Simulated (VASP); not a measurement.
ZrNbTe3:

```
CELL_PARAMETERS angstrom
6.08065 0.00000 0.00000
-3.04032 5.26600 0.00000
0.00000 0.00000 4.64214
ATOMIC_POSITIONS crystal
Zr 0.00000 0.00000 0.00000
Nb 0.00000 0.00000 0.50000
Te 0.36005 0.00000 0.00000
Te 0.00000 0.36005 0.00000
Te 0.63995 0.63995 0.00000
```

```yaml
Program: VASP 6.6.1
Task: relaxation of cell and atoms
Functional: PBE
Potentials_or_basis: VASP PAW PBE potentials, release 64 (Zr_sv, Nb_sv, Te)
Cutoff: 600 eV
k_mesh: 3 × 3 × 4
Occupations: gaussian, width 0.1 eV
Spin: no spin polarisation
```

At the start: pressure 37.3 GPa; volume 29.73 Å³/atom.

Problem. How do energy, volume and symmetry change on relaxing?

Solution. Over 21 steps the energy falls by 1757.9 meV/atom and the volume is 34.91 Å³/atom (+17.4 %); space group P-62m (No. 189, to 0.05 Å).

Step by step:
```
step  energy change (eV)  largest force (eV/Å)  pressure (GPa)  volume (Å³)
   1              0.0000               12.0062           37.33       148.64
   2             -8.1972                0.9037          -14.98       346.16
   3             -6.6427                1.2879           -5.61       249.85
   4             -7.6486                1.0831           -4.47       229.86
   5             -8.4138                0.8367            3.52       186.58
   6             -8.5318                0.1838           -0.41       200.72
   7             -8.5517                0.0369            0.48       196.93
   8             -8.5513                0.1037            0.74       195.89
   9             -8.5951                0.1769           -0.22       199.88
  10             -8.5960                0.1681           -0.11       199.35
  11             -8.5999                0.1664           -0.14       198.82
  12             -8.6123                0.1642           -0.21       197.22
  13             -8.6397                0.1838           -0.31       194.05
  14             -8.7008                0.2199           -0.24       187.77
  15             -8.7654                0.2024            0.50       175.47
  16             -8.7690                0.1843            0.46       175.26
  17             -8.7778                0.1319            0.38       174.62
  18             -8.7867                0.0413            0.28       173.34
  19             -8.7874                0.0160            0.27       172.92
  20             -8.7883                0.0125            0.18       173.38
  21             -8.7893                0.0031           -0.03       174.56
```

Final structure:
```xyz
5
Lattice="6.3897 0.0000 0.0000 -3.1948 5.5336 0.0000 0.0000 0.0000 4.9371" Properties=species:S:1:pos:R:3 pbc="T T T"
Zr    0.0000    0.0000    0.0000
Nb    0.0000    0.0000    2.4685
Te    2.9631    0.0000    4.9371
Te    4.9081    2.5662    0.0000
Te    1.7133    2.9675    0.0000
```

Caveat: the k points lie up to 0.38 Å⁻¹ apart in the final cell; the volume moved by over 15 % at a fixed basis, so the end points are rough.
